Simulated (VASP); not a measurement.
# Sb (P2_1/m) in VASP: a series of runs, part 2 of 2

VASP 6.6.1. The steps go on from the part before.

### Step 4. Single point, PBEsol

Input file INCAR:

```
SYSTEM = Sb
PREC = Accurate
ENCUT = 520
EDIFF = 1E-7
ISMEAR = -1
SIGMA = 0.1
LREAL = .FALSE.
LASPH = .TRUE.
NELM = 60
ALGO = Normal
ISIF = 2
LWAVE = .FALSE.
LCHARG = .FALSE.
GGA = PS
NBANDS = 12
```

Input file KPOINTS:

```
regular mesh
0
G
  10 7 7
  0 0 0
```

Input file POSCAR:

```
Sb
1.0
    3.1224020000      0.0000000000      0.0000000000
    0.0000000000      4.3475180000      0.0000000000
   -0.0389150000      0.0000000000      4.4058520000
Sb
2
Direct
    0.9886675760      0.7500000000      0.7633734179
    0.0113889995      0.2500000000      0.2411659992
```

Potentials or basis: VASP PAW PBE potentials, release 64 (Sb).

On the command line:

```
$ cat potpaw_PBE.64/Sb/POTCAR > POTCAR
$ mpirun -np 1 vasp_std > vasp.out
```

OUTCAR:

```text
SYSTEM = Sb
   PREC = Accurate
   ENCUT = 520
   EDIFF = 1E-7
   ISMEAR = -1
   LREAL = .FALSE.
   LASPH = .TRUE.
   NELM = 60
   ISIF = 2
   GGA = PS

 ion  position               nearest neighbor table
   1  0.989  0.750  0.763-   2 3.03   2 3.03   2 3.17   2 3.17
   2  0.011  0.250  0.241-   1 3.03   1 3.03   1 3.17   1 3.17

  LATTYP: Found a simple monoclinic cell.
 ALAT       =     3.1224020000
 B/A-ratio  =     1.3923633152
 C/A-ratio  =     1.4111007668
 COS(beta)  =    -0.0088322263

  Lattice vectors:

 A1 = (   3.1224020000,   0.0000000000,   0.0000000000)
 A2 = (   0.0000000000,   4.3475180000,   0.0000000000)
 A3 = (  -0.0389150000,   0.0000000000,   4.4058520000)

Analysis of symmetry for initial positions (statically):
=====================================================================
 Subroutine PRICEL returns:
 Original cell was already a primitive cell.

 Routine SETGRP: Setting up the symmetry group for a
 simple monoclinic supercell.

 Subroutine GETGRP returns: Found  4 space group operations
 (whereof  1 operations were pure point group operations)
 out of a pool of  4 trial point group operations.

The static configuration has the point symmetry C_1 .
 The point group associated with its full space group is C_2h.

Analysis of symmetry for dynamics (positions and initial velocities):
=====================================================================
 Subroutine PRICEL returns:
 Original cell was already a primitive cell.

 Routine SETGRP: Setting up the symmetry group for a
 simple monoclinic supercell.

 Subroutine GETGRP returns: Found  4 space group operations
 (whereof  1 operations were pure point group operations)
 out of a pool of  4 trial point group operations.

The dynamic configuration has the point symmetry C_1 .
 The point group associated with its full space group is C_2h.

 Subroutine INISYM returns: Found  4 space group operations
 (whereof  1 operations are pure point group operations),
 and found     1 'primitive' translations

----------------------------------------------------------------------------------------

                                     Primitive cell

  volume of cell :      59.8081

  direct lattice vectors                    reciprocal lattice vectors
     3.122402000  0.000000000  0.000000000     0.320266257  0.000000000  0.002828774
     0.000000000  4.347518000  0.000000000     0.000000000  0.230016299  0.000000000
    -0.038915000  0.000000000  4.405852000     0.000000000  0.000000000  0.226970856

  length of vectors
     3.122402000  4.347518000  4.406023856     0.320278749  0.230016299  0.226970856

  position of ions in fractional coordinates (direct lattice)
     0.988667576  0.750000000  0.763373418
     0.011388999  0.250000000  0.241165999

  ion indices of the primitive-cell ions
   primitive index   ion index
                 1           1
                 2           2

----------------------------------------------------------------------------------------

 KPOINTS: regular mesh

Automatic generation of k-mesh.
 Grid dimensions read from file:
 generate k-points for:   10    7    7

 Generating k-lattice:

  Cartesian coordinates                     Fractional coordinates (reciprocal lattice)
     0.032026626  0.000000000  0.000282877     0.100000000  0.000000000  0.000000000
     0.000000000  0.032859471  0.000000000     0.000000000  0.142857143  0.000000000
     0.000000000  0.000000000  0.032424408     0.000000000  0.000000000  0.142857143

  Length of vectors
     0.032027875  0.032859471  0.032424408

  Shift w.r.t. Gamma in fractional coordinates (k-lattice)
     0.000000000  0.000000000  0.000000000

 Subroutine IBZKPT returns following result:
 ===========================================

 Found    144 irreducible k-points:

 Following reciprocal coordinates:
            Coordinates               Weight
  0.000000  0.000000  0.000000      1.000000
  0.100000  0.000000 -0.000000      2.000000
  0.200000  0.000000 -0.000000      2.000000
  0.300000  0.000000  0.000000      2.000000
  0.400000  0.000000  0.000000      2.000000
  0.500000  0.000000  0.000000      1.000000
[... 16 lines left out ...]
  0.400000  0.428571  0.000000      4.000000
  0.500000  0.428571  0.000000      2.000000
 [... further k-points ...]
   k-points           NKPTS =    144   k-points in BZ     NKDIM =    144   number of bands    NBANDS=     12
   number of dos      NEDOS =    301   number of ions     NIONS =      2
   total plane-waves  NPLWV =  27648
   dimension x,y,z NGX =    24 NGY =   32 NGZ =   36
   dimension x,y,z NGXF=    48 NGYF=   64 NGZF=   72
   ions per type =               2
   NGX,Y,Z   is equivalent  to a cutoff of  12.78, 12.24, 13.58 a.u.
   NGXF,Y,Z  is equivalent  to a cutoff of  25.56, 24.47, 27.17 a.u.
 SYSTEM =  Sb
   PREC   = accura    normal or accurate (medium, high low for compatibility)
   ISTART =      0    job   : 0-new  1-cont  2-samecut
   ICHARG =      2    charge: 1-file 2-atom 10-const
   ISPIN  =      1    spin polarized calculation?
   LNONCOLLINEAR =      F non collinear calculations
   LSORBIT =      F    spin-orbit coupling
   LASPH  =      T    aspherical Exc in radial PAW
   ENCUT  =  520.0 eV  38.22 Ry    6.18 a.u.   5.81  8.08  8.19*2*pi/ulx,y,z
   NELM   =     60;   NELMIN=  2; NELMDL= -5     # of ELM steps
   EDIFF  = 0.1E-06   stopping-criterion for ELM
   LREAL  =      F    real-space projection
   EDIFFG = 0.1E-05   stopping-criterion for IOM
   NSW    =      0    number of steps for IOM
   IBRION =     -1    ionic relax: 0-MD 1-quasi-New 2-CG
   NFREE  =      0    steps in history (QN), initial steepest desc. (CG)
   ISIF   =      2    stress and relaxation
   ISYM   =      2    0-nonsym 1-usesym 2-fastsym
   POTIM  = 0.5000    time-step for ionic-motion
   TEBEG  =    0.0;   TEEND  =   0.0 temperature during run
   PSTRESS=    0.0 pullay stress
   NELECT =      10.0000    total number of electrons
   NUPDOWN=      -1.0000    fix difference up-down
   EMIN   =  10.00;   EMAX   =-10.00  energy-range for DOS
   EFERMI =   0.00;   METHOD = LEGACY
   ISMEAR =    -1;   SIGMA  =   0.10  broadening in eV -4-tet -1-fermi 0-gaus
   EFERMI_NEDOS =   21; number of points for ismear=-14 and -15
   IALGO  =     38    algorithm
   IMIX   =      4    mixing-type and parameters
     AMIX     =   0.40;   BMIX     =  1.00
     AMIX_MAG =   1.60;   BMIX_MAG =  1.00
  volume/ion in A,a.u.               =      29.90       201.80
  Fermi-wavevector in a.u.,A,eV,Ry     =   0.901893  1.704330 11.067117  0.813410
  Thomas-Fermi vector in A             =   2.025029
   LORBIT       =      0    0 simple, 1 ext, 2 COOP (PROOUT), +10 PAW based schemes
   GGA     = PS    functional components
   LHFCALC =     F    Hartree Fock is set to
   AEXX    =    0.0000 exact exchange contribution
   IVDW    =     0    specifies the selected vdW correction
   LEPSILON=     F    determine dielectric tensor
   LRPA    =     F    only Hartree local field effects (RPA)
 non-spin polarized calculation
  energy-cutoff  :      520.00
  volume of cell :       59.81
 maximum number of plane-waves:      1648
   NGX = 11   NGY = 17   NGZ = 17

 number of electron      10.0000000 magnetization

 number of electron       9.9999999 magnetization

 Free energy of the ion-electron system (eV)
  ---------------------------------------------------
  ext. energy  EPLUGINS =         0.00000000
  ---------------------------------------------------
  free energy    TOTEN  =        -9.06700582 eV

  energy without entropy =       -9.03219401  energy(sigma->0) =       -9.04959992

 E-fermi :   6.8818     XC(G=0):  -9.7394

 val. band max:        6.8792346803   @ k =  -0.2000   0.1429   0.2857
 cond. band min:       6.8957615855   @ k =  -0.1000   0.0000   0.4286
 fundamental gap:      0.0165269051
 Fermi energy:         6.8817833379

 k-point     1 :       0.0000    0.0000    0.0000
  band No.  band energies     occupation
      1      -5.4384      2.00000
      2      -0.3588      2.00000
      3       3.3901      2.00000
      4       3.5083      2.00000
      5       8.9879      0.00000
      6      10.0443      0.00000
      7      10.2793      0.00000
      8      10.4448      0.00000
      9      13.6711      0.00000
     10      13.9787      0.00000
     11      14.2708      0.00000
     12      15.1120      0.00000
[... 331 lines left out ...]
 k-point    24 :       0.5000    0.4286    0.0000
  band No.  band energies     occupation
      1      -1.7363      2.00000
      2      -0.7190      2.00000
      3       2.6323      2.00000
      4       3.4970      2.00000
      5       6.9263      0.78106
      6       7.6602      0.00083
      7       8.3964      0.00000
      8       9.0331      0.00000
      9      12.0355      0.00000
     10      12.9535      0.00000
     11      13.0388      0.00000
     12      13.9426      0.00000

 [... further k-points ...]
[... 5 lines left out ...]
  --------------------------------------------------------------------------------------
  -------------------------------------------------------------------------------------
  Total       -1.0128177     -0.6217321     -0.6802645      0.0000000      0.0000000      0.0215142
  in kB      -27.1319955    -16.6553511    -18.2233529      0.0000000      0.0000000      0.5763351
  external PRESSURE =     -20.6702332 kB  Pullay stress =       0.0000000 kB

 VOLUME and BASIS-vectors are now :
 -----------------------------------------------------------------------------
  energy-cutoff  :      520.00
  volume of cell :       59.81
      direct lattice vectors                 reciprocal lattice vectors
     3.122402000  0.000000000  0.000000000     0.320266257  0.000000000  0.002828774
     0.000000000  4.347518000  0.000000000     0.000000000  0.230016299  0.000000000
    -0.038915000  0.000000000  4.405852000     0.000000000  0.000000000  0.226970856

 POSITION                                       TOTAL-FORCE (eV/Angst)
 -----------------------------------------------------------------------------------
      3.05731      3.26064      3.36331         0.027150     -0.000000     -0.145614
      0.02618      1.08688      1.06254        -0.027150      0.000000      0.145614
 -----------------------------------------------------------------------------------
    total drift:                               -0.000000      0.000000      0.000000

  FREE ENERGIE OF THE ION-ELECTRON SYSTEM (eV)
  ---------------------------------------------------
  free  energy   TOTEN  =        -9.0670058225 eV

  energy  without entropy=       -9.0321940131  energy(sigma->0) =       -9.04959992
```

Wall time 66 s (1 thread of Intel Xeon 8259CL, shared host); peak memory 0.23 GiB.

What came out:

```yaml
Free_energy: -9.0670 eV
Pressure: -2.1 GPa
Largest_force: 0.148 eV/Å
Band_gap_on_the_k_mesh: zero (bands 5 and 6 overlap by 7.63 eV)
```

Forces on the atoms (eV/Å):
```
Sb   0.027  0.000 -0.146
Sb  -0.027  0.000  0.146
```

Levels at points of the mesh, in eV from the Fermi level:
```csv
k point,band 3,band 4,band 5,band 6,band 7,band 8
"(0.00, 0.00, 0.00)",-3.49,-3.37,2.11,3.16,3.40,3.56
"(0.50, 0.00, 0.00)",-4.46,-1.63,-1.51,-1.42,4.55,4.88
```

Caveat: the PAW data sets were made with another functional, which shifts forces and pressure a little; spin-orbit coupling is left out, which moves the levels of the heavy elements.

### Step 5. Overview

| cell | gap on the mesh (eV) | pressure (GPa) | largest force (eV/Å) |
| --- | --- | --- | --- |
| as given, atomic positions A | none | -2.2 | 0.12 |
| as given, atomic positions B | none | -2.1 | 0.13 |
| as given, atomic positions C | none | -2.1 | 0.15 |

Alike in all rows: task single point; level PBEsol; potentials or basis VASP PAW PBE potentials, release 64 (Sb); no spin polarisation; k mesh 10 × 7 × 7; cutoff (eV) 520; smearing fermi-dirac 0.1 eV.

Caveats: the PAW data sets were made with another functional, which shifts forces and pressure a little; spin-orbit coupling is left out, which moves the levels of the heavy elements.

Total energies depend on the potentials used, so only differences within one code and one set of settings carry meaning.
